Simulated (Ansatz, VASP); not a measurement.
One calculation of As, two programs

```xyz
8
Lattice="5.2705 0.0000 0.0000 0.0000 5.2705 0.0000 0.0000 0.0000 5.2705" Properties=species:S:1:pos:R:3 pbc="T T T"
As    0.0000    0.0000    0.0000
As    2.6353    2.6353    2.6353
As    1.3176    0.0000    2.6353
As    3.9529    0.0000    2.6353
As    2.6353    1.3176    0.0000
As    2.6353    3.9529    0.0000
As    0.0000    2.6353    1.3176
As    0.0000    2.6353    3.9529
```

Alike in both runs: task relaxation of cell and atoms; functional LDA; k mesh 5 × 5 × 5; occupations fermi-dirac, width 0.1 eV; no spin polarisation.

|  | VASP | Ansatz |
| --- | --- | --- |
| version | VASP 6.6.1 | Ansatz 0.2.0 |
| potentials or method | VASP PAW LDA potentials, release 64 (As), cutoff 600 eV | plane waves (420 eV) with PAW, scalar-relativistic |
| valence electrons in the cell | 40 | 120 |

|  | VASP | Ansatz | Ansatz less VASP |
| --- | --- | --- | --- |
| relaxed volume (Å³/atom) | 18.50 | 18.45 | -0.055 |
| relaxed length of the cell vector where the two differ most in proportion (Å) | 5.290 | 5.285 | -0.0052 |

Ansatz warns that its potentials were made for another functional, while VASP's fit it. LDA's correlation is that of Perdew and Zunger in VASP and of Perdew and Wang (1992) in Ansatz. VASP's potentials hold 40 valence electrons a cell and Ansatz's 120, so a difference there can come from the potentials and not from the codes.
